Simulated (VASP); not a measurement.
# Te (R-3m) in VASP: a series of runs

Te is run at these levels: PBE; tasks: single point.

Program: VASP 6.6.1. These are calculated values, not measurements. Logs are shortened: lines on timing, memory, paths and dates and some standing lists are left out, and cuts for length are marked.

### 1 The cell of the first run

Symmetry: R-3m, No. 166, trigonal system. The conventional cell has a = 4.613 Å, b = 4.613 Å, c = 4.922 Å, α = 90.00°, β = 90.00°, γ = 120.00°. Te (site symmetry -3m) has 12 Te at 3.13 to 4.23 Å within 4.3 Å.

### 2 Single point, PBE (strained)

The input, INCAR:

```
PREC     = Accurate       # precision mode
ENCUT    = 520            # plane-wave cutoff, eV
EDIFF    = 1E-6           # SCF threshold, eV
ISMEAR   = 0              # smearing method
SIGMA    = 0.1            # smearing width, eV
LREAL    = False          # projectors in reciprocal space
LASPH    = True           # aspherical terms in the spheres
NELM     = 60             # most SCF steps
ALGO     = Normal         # electronic algorithm
ISIF     = 2              # what is computed and relaxed
LWAVE    = False          # write WAVECAR
LCHARG   = True           # write CHGCAR
GGA      = PE             # functional
LELF     = True           # ELF
LVHAR    = True         
NBANDS   = 9              # bands
```

The input, KPOINTS:

```
regular mesh
0
Gamma
  15 15 15
```

The input, POSCAR:

```
Te
1.0
    2.3065269369      1.3316739479      1.6406816503
   -2.3065269369      1.3316739479      1.6406816503
    0.0000000000     -2.6633478957      1.6406816503
Te
1
Direct
    0.5000000000      0.5000000000      0.5000000000
```

Potentials or basis: VASP PAW PBE potentials, release 64 (Te).

The run is started by

```sh
cat potpaw_PBE.64/Te/POTCAR > POTCAR
mpirun -np 1 vasp_std > vasp.out
```

OUTCAR:

```text
PREC = Accurate
   ENCUT = 520
   EDIFF = 1E-6
   ISMEAR = 0
   LREAL = False
   LASPH = True
   NELM = 60
   ISIF = 2
   GGA = PE

 ion  position               nearest neighbor table
   1  0.500  0.500  0.500-

  LATTYP: Found a trigonal (rhomboedric) cell.
 ALAT       =     3.1281397494
 COS(alpha) =    -0.0873635324

  Lattice vectors:

 A1 = (   2.3065269369,   1.3316739479,   1.6406816503)
 A2 = (  -2.3065269369,   1.3316739479,   1.6406816503)
 A3 = (   0.0000000000,  -2.6633478957,   1.6406816503)

Analysis of symmetry for initial positions (statically):
=====================================================================
 Subroutine PRICEL returns:
 Original cell was already a primitive cell.

 Routine SETGRP: Setting up the symmetry group for a
 trigonal (rhombohedral) supercell.

 Subroutine GETGRP returns: Found 12 space group operations
 (whereof 12 operations were pure point group operations)
 out of a pool of 12 trial point group operations.

The static configuration has the point symmetry D_3d.

Analysis of symmetry for dynamics (positions and initial velocities):
=====================================================================
 Subroutine PRICEL returns:
 Original cell was already a primitive cell.

 Routine SETGRP: Setting up the symmetry group for a
 trigonal (rhombohedral) supercell.

 Subroutine GETGRP returns: Found 12 space group operations
 (whereof 12 operations were pure point group operations)
 out of a pool of 12 trial point group operations.

The dynamic configuration has the point symmetry D_3d.

 Subroutine INISYM returns: Found 12 space group operations
 (whereof 12 operations are pure point group operations),
 and found     1 'primitive' translations

----------------------------------------------------------------------------------------

                                     Primitive cell

  volume of cell :      30.2365

  direct lattice vectors                    reciprocal lattice vectors
     2.306526937  1.331673948  1.640681650     0.216776137  0.125155761  0.203167588
    -2.306526937  1.331673948  1.640681650    -0.216776137  0.125155761  0.203167588
     0.000000000 -2.663347896  1.640681650     0.000000000 -0.250311522  0.203167588

  length of vectors
     3.128139749  3.128139749  3.128139749     0.322386301  0.322386301  0.322386301

  position of ions in fractional coordinates (direct lattice)
     0.500000000  0.500000000  0.500000000

  ion indices of the primitive-cell ions
   primitive index   ion index
                 1           1

----------------------------------------------------------------------------------------

 KPOINTS: regular mesh

Automatic generation of k-mesh.
 Grid dimensions read from file:
 generate k-points for:   15   15   15

 Generating k-lattice:

  Cartesian coordinates                     Fractional coordinates (reciprocal lattice)
     0.014451742  0.008343717  0.013544506     0.066666667  0.000000000  0.000000000
    -0.014451742  0.008343717  0.013544506     0.000000000  0.066666667  0.000000000
     0.000000000 -0.016687435  0.013544506     0.000000000  0.000000000  0.066666667

  Length of vectors
     0.021492420  0.021492420  0.021492420

  Shift w.r.t. Gamma in fractional coordinates (k-lattice)
     0.000000000  0.000000000  0.000000000

 Subroutine IBZKPT returns following result:
 ===========================================

 Found    344 irreducible k-points:

 Following reciprocal coordinates:
            Coordinates               Weight
  0.000000  0.000000  0.000000      1.000000
  0.066667 -0.000000  0.000000      6.000000
  0.133333 -0.000000  0.000000      6.000000
  0.200000  0.000000  0.000000      6.000000
  0.266667 -0.000000  0.000000      6.000000
  0.333333 -0.000000 -0.000000      6.000000
[... 16 lines left out ...]
  0.133333  0.133333  0.000000      6.000000
  0.200000  0.133333  0.000000     12.000000
 [... further k-points ...]
   k-points           NKPTS =    344   k-points in BZ     NKDIM =    344   number of bands    NBANDS=      9
   number of dos      NEDOS =    301   number of ions     NIONS =      1
   total plane-waves  NPLWV =  13824
   dimension x,y,z NGX =    24 NGY =   24 NGZ =   24
   dimension x,y,z NGXF=    48 NGYF=   48 NGZF=   48
   ions per type =               1
   NGX,Y,Z   is equivalent  to a cutoff of  12.75, 12.75, 12.75 a.u.
   NGXF,Y,Z  is equivalent  to a cutoff of  25.51, 25.51, 25.51 a.u.
 SYSTEM =  unknown system
   PREC   = accura    normal or accurate (medium, high low for compatibility)
   ISTART =      0    job   : 0-new  1-cont  2-samecut
   ICHARG =      2    charge: 1-file 2-atom 10-const
   ISPIN  =      1    spin polarized calculation?
   LNONCOLLINEAR =      F non collinear calculations
   LSORBIT =      F    spin-orbit coupling
   LASPH  =      T    aspherical Exc in radial PAW
   ENCUT  =  520.0 eV  38.22 Ry    6.18 a.u.   5.82  5.82  5.82*2*pi/ulx,y,z
   NELM   =     60;   NELMIN=  2; NELMDL= -5     # of ELM steps
   EDIFF  = 0.1E-05   stopping-criterion for ELM
   LREAL  =      F    real-space projection
   EDIFFG = 0.1E-04   stopping-criterion for IOM
   NSW    =      0    number of steps for IOM
   IBRION =     -1    ionic relax: 0-MD 1-quasi-New 2-CG
   NFREE  =      0    steps in history (QN), initial steepest desc. (CG)
   ISIF   =      2    stress and relaxation
   ISYM   =      2    0-nonsym 1-usesym 2-fastsym
   POTIM  = 0.5000    time-step for ionic-motion
   TEBEG  =    0.0;   TEEND  =   0.0 temperature during run
   PSTRESS=    0.0 pullay stress
   NELECT =       6.0000    total number of electrons
   NUPDOWN=      -1.0000    fix difference up-down
   EMIN   =  10.00;   EMAX   =-10.00  energy-range for DOS
   EFERMI =   0.00;   METHOD = LEGACY
   ISMEAR =     0;   SIGMA  =   0.10  broadening in eV -4-tet -1-fermi 0-gaus
   EFERMI_NEDOS =   21; number of points for ismear=-14 and -15
   IALGO  =     38    algorithm
   IMIX   =      4    mixing-type and parameters
     AMIX     =   0.40;   BMIX     =  1.00
     AMIX_MAG =   1.60;   BMIX_MAG =  1.00
  volume/ion in A,a.u.               =      30.24       204.05
  Fermi-wavevector in a.u.,A,eV,Ry     =   0.954878  1.804458 12.405685  0.911792
  Thomas-Fermi vector in A             =   2.083665
   LORBIT       =      0    0 simple, 1 ext, 2 COOP (PROOUT), +10 PAW based schemes
   GGA     = PE    functional components
   LHFCALC =     F    Hartree Fock is set to
   AEXX    =    0.0000 exact exchange contribution
   IVDW    =     0    specifies the selected vdW correction
   LEPSILON=     F    determine dielectric tensor
   LRPA    =     F    only Hartree local field effects (RPA)
 non-spin polarized calculation
 Gauss-broadening in eV      SIGMA  =   0.10
  energy-cutoff  :      520.00
  volume of cell :       30.24
 maximum number of plane-waves:       840
   NGX = 11   NGY = 11   NGZ = 11

 number of electron       5.9999999 magnetization

 Free energy of the ion-electron system (eV)
  ---------------------------------------------------
  ext. energy  EPLUGINS =         0.00000000
  ---------------------------------------------------
  free energy    TOTEN  =        -3.07625786 eV

  energy without entropy =       -3.07384370  energy(sigma->0) =       -3.07505078

 E-fermi :   7.4251     XC(G=0):  -9.6414

 val. band max:        7.4141972556   @ k =   0.3333   0.1333   0.0667
 cond. band min:       7.4342600057   @ k =   0.3333   0.1333   0.0000
 fundamental gap:      0.0200627502
 Fermi energy:         7.4250565110

 k-point     1 :       0.0000    0.0000    0.0000
  band No.  band energies     occupation
      1      -6.7102      2.00000
      2       8.4261      0.00000
      3       9.0519      0.00000
      4       9.0519      0.00000
      5      13.5749      0.00000
      6      13.5749      0.00000
      7      14.3640      0.00000
      8      23.9713      0.00000
      9      23.9791      0.00000

 k-point     2 :       0.0667   -0.0000    0.0000
  band No.  band energies     occupation
      1      -6.6521      2.00000
      2       8.0317      0.00000
      3       8.7939      0.00000
      4       9.0975      0.00000
      5      13.6301      0.00000
      6      13.9786      0.00000
      7      14.8268      0.00000
      8      22.8459      0.00000
      9      22.9374      0.00000

 k-point     3 :       0.1333   -0.0000    0.0000
  band No.  band energies     occupation
      1      -6.4801      2.00000
      2       6.7062      2.00000
      3       8.8374      0.00000
      4       9.2304      0.00000
      5      13.7921      0.00000
      6      14.3087      0.00000
      7      16.4002      0.00000
      8      21.5420      0.00000
      9      21.6410      0.00000

 k-point     4 :       0.2000    0.0000    0.0000
  band No.  band energies     occupation
      1      -6.2026      2.00000
      2       5.1987      2.00000
      3       9.0281      0.00000
      4       9.4388      0.00000
      5      14.0487      0.00000
      6      14.6550      0.00000
      7      18.2491      0.00000
      8      20.4797      0.00000
      9      20.4889      0.00000
[... 205 lines left out ...]
 k-point    22 :      -0.0667    0.0667    0.0000
  band No.  band energies     occupation
      1      -6.6024      2.00000
      2       8.0019      0.00000
      3       8.4958      0.00000
      4       9.0161      0.00000
      5      13.8151      0.00000
      6      14.3245      0.00000
      7      14.9399      0.00000
      8      21.4583      0.00000
      9      22.7978      0.00000

 k-point    23 :       0.1333    0.1333    0.0000
  band No.  band energies     occupation
      1      -6.2179      2.00000
      2       6.6180      2.00000
      3       6.8015      2.00000
      4       9.2093      0.00000
      5      14.3415      0.00000
      6      16.6848      0.00000
      7      17.0529      0.00000
      8      21.6882      0.00000
      9      21.8033      0.00000

 k-point    24 :       0.2000    0.1333    0.0000
  band No.  band energies     occupation
      1      -5.9267      2.00000
      2       5.2025      2.00000
      3       6.8658      2.00000
      4       9.4074      0.00000
      5      14.6609      0.00000
      6      17.1570      0.00000
      7      18.6983      0.00000
      8      20.4945      0.00000
      9      21.1663      0.00000

 [... further k-points ...]
[... 5 lines left out ...]
  --------------------------------------------------------------------------------------
  -------------------------------------------------------------------------------------
  Total        0.7654715      0.7654715      0.7009621      0.0000000      0.0000000      0.0000000
  in kB       40.5609007     40.5609007     37.1426703      0.0000000      0.0000000      0.0000000
  external PRESSURE =      39.4214905 kB  Pullay stress =       0.0000000 kB

 VOLUME and BASIS-vectors are now :
 -----------------------------------------------------------------------------
  energy-cutoff  :      520.00
  volume of cell :       30.24
      direct lattice vectors                 reciprocal lattice vectors
     2.306526937  1.331673948  1.640681650     0.216776137  0.125155761  0.203167588
    -2.306526937  1.331673948  1.640681650    -0.216776137  0.125155761  0.203167588
     0.000000000 -2.663347896  1.640681650     0.000000000 -0.250311522  0.203167588

 POSITION                                       TOTAL-FORCE (eV/Angst)
 -----------------------------------------------------------------------------------
      0.00000      0.00000      2.46102         0.000000      0.000000     -0.000000
 -----------------------------------------------------------------------------------
    total drift:                                0.000000      0.000000     -0.000000

  FREE ENERGIE OF THE ION-ELECTRON SYSTEM (eV)
  ---------------------------------------------------
  free  energy   TOTEN  =        -3.0762578608 eV

  energy  without entropy=       -3.0738437028  energy(sigma->0) =       -3.07505078
```

It took 50 s on 1 thread of Intel Xeon 8259CL, shared host; peak memory 0.21 GiB.

What came out:

| Property | Result |
| --- | --- |
| Free energy | -3.0763 eV |
| Pressure | 3.9 GPa |
| Band gap on the k mesh | zero (bands 3 and 4 overlap by 4.93 eV) |

Caveat: the cell differs from its parent crystal (strained); the cell stands under pressure; spin-orbit coupling is left out, which moves the levels of the heavy elements.

### 3 Single point, PBE (strained)

The input, INCAR:

```
SYSTEM = Te
PREC = Accurate ; ENCUT = 520
EDIFF = 1E-7 ; ISMEAR = 0
SIGMA = 0.1 ; LREAL = .FALSE.
LASPH = .TRUE. ; NELM = 100
ALGO = Normal ; ISIF = 2
LWAVE = .FALSE. ; LCHARG = .FALSE.
GGA = PE ; NBANDS = 9
```

The input, KPOINTS:

```
regular mesh
0
G
  15 15 15
  0 0 0
```

The input, POSCAR:

```
Te
1.0
    2.3249511126      1.3423111507      1.6541923704
   -2.3249511126      1.3423111507      1.6541923704
    0.0000000000     -2.6846223013      1.6541923704
Te
1
Direct
    0.5000000000      0.5000000000      0.5000000000
```

Potentials or basis: VASP PAW PBE potentials, release 64 (Te).

The run is started by

```sh
cat potpaw_PBE.64/Te/POTCAR > POTCAR
mpirun -np 1 vasp_std > vasp.out
```

It took 46 s on 1 thread of Intel Xeon 8259CL, shared host; peak memory 0.21 GiB.

The run converged. Its results:

* Free energy: -3.0907 eV
* Pressure: 2.4 GPa
* Band gap on the k mesh: zero (bands 3 and 4 overlap by 4.79 eV)

Stress tensor (GPa, compression positive):
```
2.32 0.00 0.00
0.00 2.32 0.00
0.00 0.00 2.41
```

Levels at points of the mesh, in eV from the Fermi level:
| k point | band 1 | band 2 | band 3 | band 4 | band 5 | band 6 | band 7 | band 8 |
| --- | --- | --- | --- | --- | --- | --- | --- | --- |
| (0.00, 0.00, 0.00) | -13.94 | 0.98 | 1.59 | 1.59 | 6.18 | 6.18 | 6.83 | 16.41 |

Caveat: the cell differs from its parent crystal (strained); spin-orbit coupling is left out, which moves the levels of the heavy elements.

### 4 Single point, PBE (strained)

The input, INCAR:

```
SYSTEM = Te
ALGO = Normal
EDIFF = 1E-7
ENCUT = 520
GGA = PE
ISIF = 2
ISMEAR = 0
LASPH = .TRUE.
LCHARG = .FALSE.
LREAL = .FALSE.
LWAVE = .FALSE.
NBANDS = 9
NELM = 80
PREC = Accurate
SIGMA = 0.1
```

The input, KPOINTS:

```
k-points
0
G
  15 15 15
  0 0 0
```

The input, POSCAR:

```
Te
1.0
    2.3529447913      1.3584733087      1.6747205483
   -2.3529447913      1.3584733087      1.6747205483
    0.0000000000     -2.7169466172      1.6747205483
Te
1
Direct
    0.5000000000      0.5000000000      0.5000000000
```

Potentials or basis: VASP PAW PBE potentials, release 64 (Te).

The run is started by

```sh
cat potpaw_PBE.64/Te/POTCAR > POTCAR
mpirun -np 1 vasp_std > vasp.out
```

OUTCAR:

```text
SYSTEM = Te
   EDIFF = 1E-7
   ENCUT = 520
   GGA = PE
   ISIF = 2
   ISMEAR = 0
   LASPH = .TRUE.
   LREAL = .FALSE.
   NELM = 80
   PREC = Accurate

 ion  position               nearest neighbor table
   1  0.500  0.500  0.500-

  LATTYP: Found a trigonal (rhomboedric) cell.
 ALAT       =     3.1916277722
 COS(alpha) =    -0.0869986358

  Lattice vectors:

 A1 = (   2.3529447913,   1.3584733087,   1.6747205483)
[... 458 lines left out ...]
 k-point    24 :       0.2000    0.1333   -0.0000
  band No.  band energies     occupation
      1      -6.3276      2.00000
      2       4.5574      2.00000
      3       6.1192      2.00000
      4       8.4555      0.00000
      5      13.7690      0.00000
      6      16.0612      0.00000
      7      17.5324      0.00000
      8      19.5036      0.00000
      9      20.0893      0.00000

 [... further k-points ...]
[... 5 lines left out ...]
  --------------------------------------------------------------------------------------
  -------------------------------------------------------------------------------------
  Total        0.0102394      0.0102394      0.1414678      0.0000000      0.0000000      0.0000000
  in kB        0.5107741      0.5107741      7.0568636      0.0000000      0.0000000      0.0000000
  external PRESSURE =       2.6928039 kB  Pullay stress =       0.0000000 kB

 VOLUME and BASIS-vectors are now :
 -----------------------------------------------------------------------------
  energy-cutoff  :      520.00
  volume of cell :       32.12
      direct lattice vectors                 reciprocal lattice vectors
     2.352944791  1.358473309  1.674720548     0.212499674  0.122686744  0.199038182
    -2.352944791  1.358473309  1.674720548    -0.212499674  0.122686744  0.199038182
     0.000000000 -2.716946617  1.674720548     0.000000000 -0.245373487  0.199038182

 POSITION                                       TOTAL-FORCE (eV/Angst)
 -----------------------------------------------------------------------------------
      0.00000      0.00000      2.51208         0.000000     -0.000000      0.000000
 -----------------------------------------------------------------------------------
    total drift:                                0.000000      0.000000     -0.000000

  FREE ENERGIE OF THE ION-ELECTRON SYSTEM (eV)
  ---------------------------------------------------
  free  energy   TOTEN  =        -3.0998036657 eV

  energy  without entropy=       -3.0973282412  energy(sigma->0) =       -3.09856595
```

OSZICAR:

```text
N       E                     dE             d eps       ncg     rms          rms(c)
DAV:   1     0.178243198601E+02    0.17824E+02   -0.25167E+03  6208   0.532E+02
DAV:   2    -0.250668519193E+01   -0.20331E+02   -0.19510E+02  8086   0.730E+01
DAV:   3    -0.309034435053E+01   -0.58366E+00   -0.57929E+00  7708   0.153E+01
DAV:   4    -0.309500781713E+01   -0.46635E-02   -0.46632E-02  8486   0.152E+00
DAV:   5    -0.309505547000E+01   -0.47653E-04   -0.47652E-04  7988   0.125E-01    0.727E+00
DAV:   6    -0.309777135764E+01   -0.27159E-02   -0.10629E-03  7663   0.206E-01    0.446E+00
DAV:   7    -0.309977473710E+01   -0.20034E-02   -0.24393E-03  6643   0.313E-01    0.104E-01
DAV:   8    -0.309979902070E+01   -0.24284E-04   -0.65852E-05  7733   0.507E-02    0.396E-02
DAV:   9    -0.309980367079E+01   -0.46501E-05   -0.97879E-06  7275   0.185E-02    0.117E-02
DAV:  10    -0.309980366570E+01    0.50912E-08   -0.32434E-07  7917   0.339E-03
   1 F= -.30998037E+01 E0= -.30985660E+01  d E =-.247542E-02
```

stdout:

```text
POSCAR found type information on POSCAR Te
 POSCAR found :  1 types and       1 ions
 scaLAPACK will be used
 LDA part: xc-table for (Slater+PW92), standard interpolation
 POSCAR, INCAR and KPOINTS ok, starting setup
 FFT: planning ... GRIDC
 FFT: planning ... GRID_SOFT
 FFT: planning ... GRID
 WAVECAR not read
 entering main loop
```

Wall time 47 s (1 thread of Intel Xeon 8259CL, shared host); peak memory 0.21 GiB.

Results:

```yaml
Free_energy: -3.0998 eV
Pressure: 0.3 GPa
Band_gap_on_the_k_mesh: zero (bands 3 and 4 overlap by 4.59 eV)
```

Stress tensor (GPa, compression positive):
```
0.05 0.00 0.00
0.00 0.05 0.00
0.00 0.00 0.71
```

Levels at points of the mesh, in eV from the Fermi level:
```tsv
k point	band 1	band 2	band 3	band 4	band 5	band 6
(0.00, 0.00, 0.00)	-13.65	0.94	1.53	1.53	6.22	6.22
```

Caveat: the cell differs from its parent crystal (strained); spin-orbit coupling is left out, which moves the levels of the heavy elements.

### 5 Overview

| cell | gap on the mesh (eV) | pressure (GPa) |
| --- | --- | --- |
| a = 3.128 Å, angles 95.0°, 1 atom | none | 3.9 |
| a = 3.153 Å, angles 95.0°, 1 atom | none | 2.4 |
| a = 3.192 Å, angles 95.0°, 1 atom | none | 0.3 |

Alike in all rows: task single point; level PBE; potentials or basis VASP PAW PBE potentials, release 64 (Te); no spin polarisation; k mesh 15 × 15 × 15; cutoff (eV) 520; smearing gaussian 0.1 eV.

Caveats: spin-orbit coupling is left out, which moves the levels of the heavy elements; the cell stands under pressure (at least some runs).

Absolute energies hang on the potentials; compare differences alone.
